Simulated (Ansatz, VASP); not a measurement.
One calculation of TiPt3, two programs

INCAR

```
SYSTEM = TiPt3
PREC = Accurate
ENCUT = 520
EDIFF = 1E-6
ISMEAR = -1
SIGMA = 0.05
LREAL = .FALSE.
LASPH = .TRUE.
NELM = 80
ALGO = Normal
ISIF = 2
LWAVE = .FALSE.
LCHARG = .FALSE.
GGA = PS
NBANDS = 29
```

The input KPOINTS:

```
regular mesh
0
G
  9 9 9
  0 0 0
```

Contents of POSCAR:

```
TiPt3
1.0
    3.8190600000      0.0000000000      0.0000000000
    0.0000000000      3.8190600000      0.0000000000
    0.0000000000      0.0000000000      3.8970000000
Ti Pt
1 3
Direct
    0.0000000000      0.0000000000      0.0000000000
    0.0000000000      0.5000000000      0.5000000000
    0.5000000000      0.0000000000      0.5000000000
    0.5000000000      0.5000000000      0.0000000000
```

Input for Ansatz:

```yaml
crystal:
  lattice:
    - [3.81906, 0.0, 0.0]
    - [0.0, 3.81906, 0.0]
    - [0.0, 0.0, 3.897]
  atoms:
    - { symbol: Ti, position: [0.0, 0.0, 0.0] }
    - { symbol: Pt, position: [0.0, 0.5, 0.5] }
    - { symbol: Pt, position: [0.5, 0.0, 0.5] }
    - { symbol: Pt, position: [0.5, 0.5, 0.0] }
kpoints:
  mp_grid: { grid: [9, 9, 9] }
  band_path:
    path:
      - [0.0, 0.0, 0.0]
      - [0.0, 0.5, 0.0]
      - [0.5, 0.5, 0.0]
      - [0.0, 0.0, 0.0]
      - [0.0, 0.0, 0.5]
      - [0.0, 0.5, 0.5]
      - [0.5, 0.5, 0.5]
      - [0.0, 0.0, 0.5]
      - [0.0, 0.5, 0.0]
    npoints: 5
scf:
  occupations: { method: fermi_dirac, width: 0.05 }
hamiltonian:
  xc: pbesol
  pseudopotentials: { kind: all_electron, lapw: { basis_error: 0.0005 } }
output:
  forces: true
  stress: true
  eigenvalues: true
```

Change from the starting cell: equal xx and yy strain of -2 %.

Alike in both runs: task single point; functional PBEsol; k mesh 9 × 9 × 9; occupations fermi-dirac, width 0.05 eV; no spin polarisation.

```csv
,VASP,Ansatz
version,VASP 6.6.1,Ansatz 0.2.0
potentials or method,"VASP PAW PBE potentials, release 64 (Ti_sv, Pt), cutoff 520 eV","all-electron LAPW, scalar-relativistic"
```

|  | VASP | Ansatz | Ansatz less VASP |
| --- | --- | --- | --- |
| pressure (GPa) | 12.3 | 12.6 | +0.25 |
| traceless stress, the component that is largest in VASP (GPa) | -2.98 | -2.98 | -0.006 |

VASP's potentials were made for PBE, not for PBEsol. Ansatz ran all-electron here, and VASP with PAW potentials.

Spin-orbit coupling is off throughout.
